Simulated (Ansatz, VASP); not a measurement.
# One calculation of CdSe, two programs

```
CELL_PARAMETERS angstrom
4.29900 0.00000 0.00000
-2.14950 3.72304 0.00000
0.00000 0.00000 7.08010
ATOMIC_POSITIONS crystal
Cd 0.33333 0.66667 0.00161
Cd 0.66667 0.33333 0.50161
Se 0.33333 0.66667 0.37518
Se 0.66667 0.33333 0.87518
```

Change from the starting cell: z stretched by +1 %, ions relaxed.

Alike in both runs: functional PBE; k mesh 12 × 12 × 6; occupations fermi-dirac, width 0.02 eV; no spin polarisation.

Ansatz relaxed the structure, and its values are those at the end. VASP's run is a single point on that final structure, the one shown.

|  | VASP | Ansatz |
| --- | --- | --- |
| version | VASP 6.6.1 | Ansatz 0.2.0 |
| potentials or method | VASP PAW PBE potentials, release 64 (Cd, Se) | plane-wave PAW, scalar-relativistic |
| plane-wave cutoff (eV) | 520 | 420 |
| valence electrons in the cell | 36 | 72 |

Ansatz gave:

| Item | Value |
| --- | --- |
| pressure (GPa) | 2.4 |

Question: Estimate VASP's values.

Answer: Pressure (GPa): 2.8.

VASP's potentials hold 36 valence electrons a cell and Ansatz's 72, so a difference there can come from the potentials and not from the codes. Ansatz's warnings: stress scf threshold loose.
